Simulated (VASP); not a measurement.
SrC2: single point with LDA

SrC2:

```
Sr C
1.0
     2.61802    1.51151    2.39893
    -2.61802    1.51151    2.39893
     0.00000   -3.02303    2.39893
Sr C
1 2
Cartesian
  0.0000 0.0000 0.0000
  0.0000 0.0000 4.2573
  0.0000 0.0000 2.9395
```

This cell differs from its parent crystal: strain +0.040 along x and y, +0.040 along z.

- Program: VASP 6.6.1
- Task: single point
- Functional: LDA
- Potentials or basis: VASP PAW LDA potentials, release 64 (Sr_sv, C)
- Cutoff: 520 eV
- k mesh: 9 × 9 × 9
- Occupations: gaussian, width 0.05 eV
- Spin: no spin polarisation

```yaml
Pressure: -12.7 GPa
Largest_force: 3.229 eV/Å
Band_gap_on_the_k_mesh: 1.81 eV (least direct gap 2.42 eV)
```

Forces on the atoms (eV/Å):
```
Sr   0.000  0.000  0.000
C    0.000  0.000 -3.229
C    0.000  0.000  3.229
```

Stress tensor (GPa, compression positive):
```
 -8.00   0.00   0.00
  0.00  -8.00   0.00
  0.00   0.00 -22.11
```

Levels at points of the mesh, in eV from the valence-band top:
```csv
k point,band 5,band 6,band 7,band 8,band 9,band 10,band 11,band 12,band 13,band 14
"(0.00, 0.00, 0.00)",-12.10,-2.50,-2.30,-0.61,-0.61,1.81,1.81,5.75,5.75,6.16
```

Wall time 110 s on 1 thread of AMD EPYC 7R13, with other jobs on the host, peak memory 0.17 GiB.

Caveat: the cell differs from its parent crystal (strain +0.040 along x and y, +0.040 along z); the cell stands under tension; an odd mesh through Γ misses points on the zone boundary, where band edges can lie; forces of over 1 eV/Å act on the atoms, so gaps and moduli don't describe the material at rest.
